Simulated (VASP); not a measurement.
# Nd2H3 (Cmc2_1) in VASP: single point with PBE

Aim: the single point of Nd2H3 with PBE.

All numbers are computed with VASP 6.6.1; they aren't measurements. Logs are shortened: lines on timing, memory, paths and dates and some standing lists are left out, and cuts for length are marked.

## 1. The cell of the first run

Symmetry: Cmc2_1, No. 36, orthorhombic system. The conventional cell has a = 4.673 Å, b = 5.863 Å, c = 11.808 Å, α = 90.00°, β = 90.00°, γ = 90.00°. Within 3.1 Å of Nd (site symmetry m) lie 7 H at 2.32 to 2.54 Å. Within 3.1 Å of Nd (site symmetry m) lie 5 H at 2.32 to 2.41 Å. H (site symmetry m) has 4 Nd at 2.32 to 2.54 Å and 4 H at 2.59 to 3.18 Å within 3.2 Å. Within 3.0 Å of H (site symmetry 1) lie 5 H at 2.28 to 2.93 Å and 4 Nd at 2.32 to 2.41 Å.

The cell was generated, and may not be a known phase.

## 2. Single point, PBE

The input, INCAR:

```
PREC = Accurate
ENCUT = 500
EDIFF = 1E-6
ISMEAR = 0
SIGMA = 0.1
LREAL = F
LASPH = T
NELM = 200
ALGO = Normal
ISIF = 2
LWAVE = F
LCHARG = F
GGA = PE
NBANDS = 36
GGA_COMPAT = F
LMAXMIX = 6
```

The input, KPOINTS:

```
Automatic mesh
0
Gamma
  8 8 4
```

The input, POSCAR:

```
Nd2H3
1.0
    2.3366935965     -2.9317201777      0.0000000000
    2.3366935965      2.9317201777      0.0000000000
    0.0000000000      0.0000000000     11.8076303472
Nd H
4 6
Direct
    0.4630772709      0.5369227291      0.0420189522
    0.5369227291      0.4630772709      0.5420189522
    0.9770363567      0.0229636433      0.2883734136
    0.0229636433      0.9770363567      0.7883734136
    0.0817982320      0.9182017680      0.9830569818
    0.9182017680      0.0817982320      0.4830569818
    0.4851950533      0.0272704807      0.1635253562
    0.5148049467      0.9727295193      0.6635253562
    0.9727295193      0.5148049467      0.1635253562
    0.0272704807      0.4851950533      0.6635253562
```

Potentials or basis: VASP PAW PBE potentials, release 64 (Nd_3, H), 4f in core.

Started as:

```
cat potpaw_PBE.64/Nd_3/POTCAR potpaw_PBE.64/H/POTCAR > POTCAR
mpirun -np 1 vasp_std > vasp.out
```

OUTCAR:

```text
PREC = Accurate
   ENCUT = 500
   EDIFF = 1E-6
   ISMEAR = 0
   LREAL = F
   LASPH = T
   NELM = 200
   ISIF = 2
   GGA = PE

 ion  position               nearest neighbor table
   1  0.463  0.537  0.042-   7 2.32   9 2.32   5 2.34   3 3.73   3 3.73
   2  0.537  0.463  0.542-   8 2.32  10 2.32   6 2.34   4 3.73   4 3.73
   3  0.977  0.023  0.288-   6 2.32   1 3.73   1 3.73
   4  0.023  0.977  0.788-   5 2.32   2 3.73   2 3.73
   5  0.082  0.918  0.983-   4 2.32   1 2.34
   6  0.918  0.082  0.483-   3 2.32   2 2.34
   7  0.485  0.027  0.164-   1 2.32
   8  0.515  0.973  0.664-   2 2.32
   9  0.973  0.515  0.164-   1 2.32
  10  0.027  0.485  0.664-   2 2.32

  LATTYP: Found a base centered orthorhombic cell.
 ALAT       =     4.6733871930
 B/A-ratio  =     1.2546446749
 C/A-ratio  =     2.5265679601

  Lattice vectors:

 A1 = (   2.3366935965,  -2.9317201777,   0.0000000000)
 A2 = (   2.3366935965,   2.9317201777,   0.0000000000)
 A3 = (   0.0000000000,   0.0000000000,  11.8076303472)

Analysis of symmetry for initial positions (statically):
=====================================================================
 Subroutine PRICEL returns:
 Original cell was already a primitive cell.

 Routine SETGRP: Setting up the symmetry group for a
 base centered orthorhombic supercell.

 Subroutine GETGRP returns: Found  4 space group operations
 (whereof  2 operations were pure point group operations)
 out of a pool of  8 trial point group operations.

The static configuration has the point symmetry C_1h.
 The point group associated with its full space group is C_2v.

Analysis of symmetry for dynamics (positions and initial velocities):
=====================================================================
 Subroutine PRICEL returns:
 Original cell was already a primitive cell.

 Routine SETGRP: Setting up the symmetry group for a
 base centered orthorhombic supercell.

 Subroutine GETGRP returns: Found  4 space group operations
 (whereof  2 operations were pure point group operations)
 out of a pool of  8 trial point group operations.

The dynamic configuration has the point symmetry C_1h.
 The point group associated with its full space group is C_2v.

 Subroutine INISYM returns: Found  4 space group operations
 (whereof  2 operations are pure point group operations),
 and found     1 'primitive' translations

----------------------------------------------------------------------------------------

                                     Primitive cell

  volume of cell :     161.7771

  direct lattice vectors                    reciprocal lattice vectors
     2.336693596 -2.931720178  0.000000000     0.213977562 -0.170548337  0.000000000
     2.336693596  2.931720178  0.000000000     0.213977562  0.170548337  0.000000000
     0.000000000  0.000000000 11.807630347     0.000000000  0.000000000  0.084690998

  length of vectors
     3.749015893  3.749015893 11.807630347     0.273629553  0.273629553  0.084690998

  position of ions in fractional coordinates (direct lattice)
     0.463077271  0.536922729  0.042018952
     0.536922729  0.463077271  0.542018952
     0.977036357  0.022963643  0.288373414
     0.022963643  0.977036357  0.788373414
     0.081798232  0.918201768  0.983056982
     0.918201768  0.081798232  0.483056982
     0.485195053  0.027270481  0.163525356
     0.514804947  0.972729519  0.663525356
     0.972729519  0.514804947  0.163525356
     0.027270481  0.485195053  0.663525356

  ion indices of the primitive-cell ions
   primitive index   ion index
                 1           1
                 2           2
                 3           3
                 4           4
                 5           5
                 6           6
                 7           7
                 8           8
                 9           9
                10          10

----------------------------------------------------------------------------------------

 KPOINTS: Automatic mesh

Automatic generation of k-mesh.
 Grid dimensions read from file:
 generate k-points for:    8    8    4

 Generating k-lattice:

  Cartesian coordinates                     Fractional coordinates (reciprocal lattice)
     0.026747195 -0.021318542  0.000000000     0.125000000 -0.000000000  0.000000000
     0.026747195  0.021318542  0.000000000    -0.000000000  0.125000000  0.000000000
     0.000000000  0.000000000  0.021172750     0.000000000  0.000000000  0.250000000

  Length of vectors
     0.034203694  0.034203694  0.021172750

  Shift w.r.t. Gamma in fractional coordinates (k-lattice)
     0.000000000  0.000000000  0.000000000

 Subroutine IBZKPT returns following result:
 ===========================================

 Found     63 irreducible k-points:

 Following reciprocal coordinates:
            Coordinates               Weight
  0.000000  0.000000  0.000000      1.000000
  0.125000  0.000000  0.000000      4.000000
  0.250000  0.000000  0.000000      4.000000
  0.375000  0.000000  0.000000      4.000000
  0.500000  0.000000  0.000000      2.000000
  0.125000  0.125000  0.000000      2.000000
[... 16 lines left out ...]
  0.125000  0.000000  0.250000      8.000000
  0.250000  0.000000  0.250000      8.000000
 [... further k-points ...]
   k-points           NKPTS =     63   k-points in BZ     NKDIM =     63   number of bands    NBANDS=     36
   number of dos      NEDOS =    301   number of ions     NIONS =     10
   total plane-waves  NPLWV =  70560
   dimension x,y,z NGX =    28 NGY =   28 NGZ =   90
   dimension x,y,z NGXF=    56 NGYF=   56 NGZF=  180
   ions per type =               4   6
   NGX,Y,Z   is equivalent  to a cutoff of  12.42, 12.42, 12.67 a.u.
   NGXF,Y,Z  is equivalent  to a cutoff of  24.83, 24.83, 25.34 a.u.
 SYSTEM =  unknown system
   PREC   = accura    normal or accurate (medium, high low for compatibility)
   ISTART =      0    job   : 0-new  1-cont  2-samecut
   ICHARG =      2    charge: 1-file 2-atom 10-const
   ISPIN  =      1    spin polarized calculation?
   LNONCOLLINEAR =      F non collinear calculations
   LSORBIT =      F    spin-orbit coupling
   LASPH  =      T    aspherical Exc in radial PAW
   ENCUT  =  500.0 eV  36.75 Ry    6.06 a.u.   6.84  6.84 21.53*2*pi/ulx,y,z
   NELM   =    200;   NELMIN=  2; NELMDL= -5     # of ELM steps
   EDIFF  = 0.1E-05   stopping-criterion for ELM
   LREAL  =      F    real-space projection
   EDIFFG = 0.1E-04   stopping-criterion for IOM
   NSW    =      0    number of steps for IOM
   IBRION =     -1    ionic relax: 0-MD 1-quasi-New 2-CG
   NFREE  =      0    steps in history (QN), initial steepest desc. (CG)
   ISIF   =      2    stress and relaxation
   ISYM   =      2    0-nonsym 1-usesym 2-fastsym
   POTIM  = 0.5000    time-step for ionic-motion
   TEBEG  =    0.0;   TEEND  =   0.0 temperature during run
   PSTRESS=    0.0 pullay stress
   NELECT =      50.0000    total number of electrons
   NUPDOWN=      -1.0000    fix difference up-down
   EMIN   =  10.00;   EMAX   =-10.00  energy-range for DOS
   EFERMI =   0.00;   METHOD = LEGACY
   ISMEAR =     0;   SIGMA  =   0.10  broadening in eV -4-tet -1-fermi 0-gaus
   EFERMI_NEDOS =   21; number of points for ismear=-14 and -15
   IALGO  =     38    algorithm
   IMIX   =      4    mixing-type and parameters
     AMIX     =   0.40;   BMIX     =  1.00
     AMIX_MAG =   1.60;   BMIX_MAG =  1.00
  volume/ion in A,a.u.               =      16.18       109.17
  Fermi-wavevector in a.u.,A,eV,Ry     =   1.106859  2.091661 16.669013  1.225138
  Thomas-Fermi vector in A             =   2.243366
   LORBIT       =      0    0 simple, 1 ext, 2 COOP (PROOUT), +10 PAW based schemes
   GGA     = PE    functional components
   LHFCALC =     F    Hartree Fock is set to
   AEXX    =    0.0000 exact exchange contribution
   IVDW    =     0    specifies the selected vdW correction
   LEPSILON=     F    determine dielectric tensor
   LRPA    =     F    only Hartree local field effects (RPA)
 non-spin polarized calculation
 Gauss-broadening in eV      SIGMA  =   0.10
  energy-cutoff  :      500.00
  volume of cell :      161.78
 maximum number of plane-waves:      4146
   NGX = 13   NGY = 13   NGZ = 43

 number of electron      50.0000001 magnetization

 Free energy of the ion-electron system (eV)
  ---------------------------------------------------
  ext. energy  EPLUGINS =         0.00000000
  ---------------------------------------------------
  free energy    TOTEN  =       -43.25392285 eV

  energy without entropy =      -43.20910648  energy(sigma->0) =      -43.23151467

 E-fermi :   3.1259     XC(G=0):  -9.6431

 val. band max:        3.1162214633   @ k =   0.3750   0.0000   0.5000
 cond. band min:       3.1314124504   @ k =   0.2500   0.0000   0.2500
 fundamental gap:      0.0151909871
 Fermi energy:         3.1259074900

 k-point     1 :       0.0000    0.0000    0.0000
  band No.  band energies     occupation
      1     -34.9824      2.00000
      2     -34.9509      2.00000
      3     -34.9292      2.00000
      4     -34.8973      2.00000
      5     -16.5210      2.00000
      6     -16.2135      2.00000
[... 28 lines left out ...]
     35       6.2579      0.00000
     36       6.5447      0.00000

 k-point     2 :       0.1250    0.0000    0.0000
  band No.  band energies     occupation
      1     -34.9744      2.00000
      2     -34.9455      2.00000
      3     -34.9245      2.00000
      4     -34.8953      2.00000
      5     -16.4852      2.00000
      6     -16.2474      2.00000
[... 28 lines left out ...]
     35       6.2680      0.00000
     36       6.5487      0.00000
[... 817 lines left out ...]
     35       6.3051      0.00000
     36       6.5916      0.00000

 k-point    24 :       0.2500    0.0000    0.2500
  band No.  band energies     occupation
      1     -34.9516      2.00000
      2     -34.9376      2.00000
      3     -34.9080      2.00000
      4     -34.8938      2.00000
      5     -16.4047      2.00000
      6     -16.3796      2.00000
[... 28 lines left out ...]
     35       6.2209      0.00000
     36       6.5027      0.00000

 [... further k-points ...]

------------------------ aborting loop because EDIFF is reached ----------------------------------------

  FORCE on cell =-STRESS in cart. coord.  units (eV):
  Direction    XX          YY          ZZ          XY          YZ          ZX
  --------------------------------------------------------------------------------------
  -------------------------------------------------------------------------------------
  Total        0.0747608      0.1459150      0.1617377      0.0000000      0.0000000      0.0000000
  in kB        0.7404022      1.4450857      1.6017877      0.0000000      0.0000000      0.0000000
  external PRESSURE =       1.2624252 kB  Pullay stress =       0.0000000 kB

 VOLUME and BASIS-vectors are now :
 -----------------------------------------------------------------------------
  energy-cutoff  :      500.00
  volume of cell :      161.78
      direct lattice vectors                 reciprocal lattice vectors
     2.336693596 -2.931720178  0.000000000     0.213977562 -0.170548337  0.000000000
     2.336693596  2.931720178  0.000000000     0.213977562  0.170548337  0.000000000
     0.000000000  0.000000000 11.807630347     0.000000000  0.000000000  0.084690998

 POSITION                                       TOTAL-FORCE (eV/Angst)
 -----------------------------------------------------------------------------------
      2.33669      0.21649      0.49614        -0.000000     -0.009284      0.003531
      2.33669     -0.21649      6.39996        -0.000000      0.009284      0.003531
      2.33669     -2.79707      3.40501        -0.000000     -0.002289     -0.005061
      2.33669      2.79707      9.30882        -0.000000      0.002289     -0.005061
      2.33669      2.45210     11.60757        -0.000000      0.003680      0.006724
      2.33669     -2.45210      5.70376        -0.000000     -0.003680      0.006724
      1.19747     -1.34251      1.93085         0.003899      0.002728     -0.002597
      3.47591      1.34251      7.83466        -0.003899     -0.002728     -0.002597
      3.47591     -1.34251      1.93085        -0.003899      0.002728     -0.002597
      1.19747      1.34251      7.83466         0.003899     -0.002728     -0.002597
 -----------------------------------------------------------------------------------
    total drift:                                0.000000      0.000000     -0.000106

  FREE ENERGIE OF THE ION-ELECTRON SYSTEM (eV)
  ---------------------------------------------------
  free  energy   TOTEN  =       -43.2539228484 eV

  energy  without entropy=      -43.2091064838  energy(sigma->0) =      -43.23151467
```

Wall time 3.8 min (1 thread of Intel Xeon Platinum 8488C (Sapphire Rapids), shared host); peak memory 0.42 GiB.

What came out:

```
Free energy            : -43.2539 eV
Pressure               : 0.1 GPa
Largest force          : 0.010 eV/Å
Band gap on the k mesh : zero (bands 25 and 26 overlap by 0.75 eV)
```

Forces in eV/Å, atoms in the order of the input:
```
Nd   0.000 -0.009  0.004
Nd   0.000  0.009  0.004
Nd   0.000 -0.002 -0.005
Nd   0.000  0.002 -0.005
H    0.000  0.004  0.007
H    0.000 -0.004  0.007
H    0.004  0.003 -0.003
H   -0.004 -0.003 -0.003
H   -0.004  0.003 -0.003
H    0.004 -0.003 -0.003
```

Caveat: spin-orbit coupling is left out, which moves the levels of the heavy elements; the 4f electrons are frozen in the core, so they carry no moment and show no levels. Spin polarisation is off, so any magnetic state and its effect on volume and gap are missing.
